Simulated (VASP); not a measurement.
Input of a VASP 6.6.1 run:

Contents of INCAR:

```
PREC = Accurate
ENCUT = 520
EDIFF = 1E-6
ISMEAR = 0
SIGMA = 0.02
LREAL = False
LASPH = True
NELM = 80
ALGO = Normal
ISIF = 2
LWAVE = False
LCHARG = False
GGA = PE
NBANDS = 13
```

Contents of KPOINTS:

```
regular mesh
0
Gamma
  6 6 8
```

The input POSCAR:

```
MgH2
1.0
    4.5173118301      0.0000000000      0.0000000000
    0.0000000000      4.5173118301      0.0000000000
    0.0000000000      0.0000000000      3.0124709468
Mg H
2 4
Direct
    0.0000000000      0.0000000000      0.0000000000
    0.5000000000      0.5000000000      0.5000000000
    0.3042160132      0.3042160132      0.0000000000
    0.6957839868      0.6957839868      0.0000000000
    0.8042160132      0.1957839868      0.5000000000
    0.1957839868      0.8042160132      0.5000000000
```

Potentials or basis: VASP PAW PBE potentials, release 64 (Mg, H).

The run is started by

```console
$ cat potpaw_PBE.64/Mg/POTCAR potpaw_PBE.64/H/POTCAR > POTCAR
$ mpirun -np 1 vasp_std > vasp.out
```

**Question.** What does it give for the pressure?

**Answer.** -0.3 GPa.

**Question.** What does it give for the band gap on the k mesh?

**Answer.** 3.80 eV, indirect (least direct gap 4.55 eV).

**Question.** Predict the largest force.

**Answer.** 0.007 eV/Å.

Forces on the atoms (eV/Å):
```
Mg   0.000  0.000  0.000
Mg   0.000  0.000  0.000
H    0.005  0.005  0.000
H   -0.005 -0.005  0.000
H    0.005 -0.005  0.000
H   -0.005  0.005  0.000
```

A k mesh can miss the band edges.
